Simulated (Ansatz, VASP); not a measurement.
# HfO2 in VASP and in Ansatz

```xyz
3
Lattice="0.0000 2.5575 2.5575 2.5575 0.0000 2.5575 2.5575 2.5575 0.0000" Properties=species:S:1:pos:R:3 pbc="T T T"
Hf    0.0000    0.0000    0.0000
O     1.2788    1.2788    1.2788
O     3.8363    3.8363    3.8363
```

Alike in both runs: task single point; functional PBEsol; k mesh 4 × 4 × 4; no spin polarisation.

|  | VASP | Ansatz |
| --- | --- | --- |
| version | VASP 6.6.1 | Ansatz 0.2.0 |
| potentials or method | VASP PAW PBE potentials, release 64 (Hf_pv, O), cutoff 520 eV | plane waves, PAW |
| occupations | gaussian, width 0.01 eV | fixed |
| valence electrons in the cell | 22 | 38 |

|  | VASP | Ansatz | Ansatz less VASP |
| --- | --- | --- | --- |
| gap on the k mesh at the Fermi level (eV) | 3.60 | 3.59 | -0.011 |

VASP's potentials were made for PBE, not for PBEsol. VASP's potentials hold 22 valence electrons a cell and Ansatz's 38, so a difference there can come from the potentials and not from the codes.

The k mesh is coarse, so the values compare programs but aren't converged. Spin-orbit coupling is off throughout.
